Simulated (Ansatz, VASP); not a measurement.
**Two plane-wave programs on C**

POSCAR

```
C
1.0
    2.4230311730      0.0000000000      0.0000000000
   -1.2115155865      2.0984065500      0.0000000000
    0.0000000000      0.0000000000     23.8077855878
C
4
Direct
    0.6666666667      0.3333333333      0.5704754400
    0.3333333333      0.6666666667      0.4295245600
    0.0000000000      0.0000000000      0.4295312300
    0.0000000000      0.0000000000      0.5704687700
```

File INCAR.step1:

```
  PREC = Accurate
  ENCUT = 520
  ISMEAR = -1
  SIGMA = 0.05
  LREAL = False
  LASPH = True
  NELM = 60
  NBANDS = 16
  GGA = PE
  ALGO = Normal
  EDIFF = 1E-4
  LWAVE = True
  LCHARG = False
```

The input INCAR.step2:

```
  PREC = Accurate
  ENCUT = 520
  EDIFF = 1E-6
  ISMEAR = -1
  SIGMA = 0.05
  LREAL = False
  LASPH = True
  NELM = 60
  ALGO = Normal
  ISIF = 2
  LWAVE = False
  LCHARG = True
  METAGGA = R2SCAN
  LMIXTAU = True
  LELF = True
  LVHAR = True
  NBANDS = 16
  ISTART = 1
```

Contents of KPOINTS:

```
Automatic mesh
0
Gamma
  12 12 2
```

input.yaml

```yaml
crystal:
  lattice:
    - [2.423031173, 0.0, 0.0]
    - [-1.2115155865, 2.09840655, 0.0]
    - [0.0, 0.0, 23.8077855878]
  atoms:
    - { symbol: C, position: [0.6666666667, 0.3333333333, 0.57047544] }
    - { symbol: C, position: [0.3333333333, 0.6666666667, 0.42952456] }
    - { symbol: C, position: [0.0, 0.0, 0.42953123] }
    - { symbol: C, position: [0.0, 0.0, 0.57046877] }
hamiltonian:
  xc: r2scan
  pseudopotentials: { kind: paw }
kpoints:
  mp_grid: { grid: [12, 12, 2] }
scf:
  occupations: { method: fermi_dirac, width: 0.05 }
output:
  forces: true
  stress: true
  eigenvalues: true
  write_density: true
  write_potential: true
  elf: true
  volumetric_format: npy
```

Alike in both runs: task single point; functional r2SCAN; k mesh 12 × 12 × 2; occupations fermi-dirac, width 0.05 eV; no spin polarisation.

|  | VASP | Ansatz |
| --- | --- | --- |
| version | VASP 6.6.1 | Ansatz 0.2.0 |
| potentials or method | VASP PAW PBE potentials, release 64 (C) | Ansatz PAW |
| plane-wave cutoff (eV) | 520 | 500 |
| valence electrons in the cell | 16 | 16 |

|  | VASP | Ansatz | Ansatz less VASP |
| --- | --- | --- | --- |
| gap on the k mesh at the Fermi level (eV) | none | none | - |
| rms of the force components (eV/Å) | 0.011 | 0.011 | -0.0001 |

VASP's potentials were made for PBE, not for r2SCAN. Atom by atom the forces differ by 0.000 eV/Å (rms over components). A gap of «none» marks a metal or a gap that the smearing closes. The functional is the same, so the differences come from potentials, cutoffs and numerics.
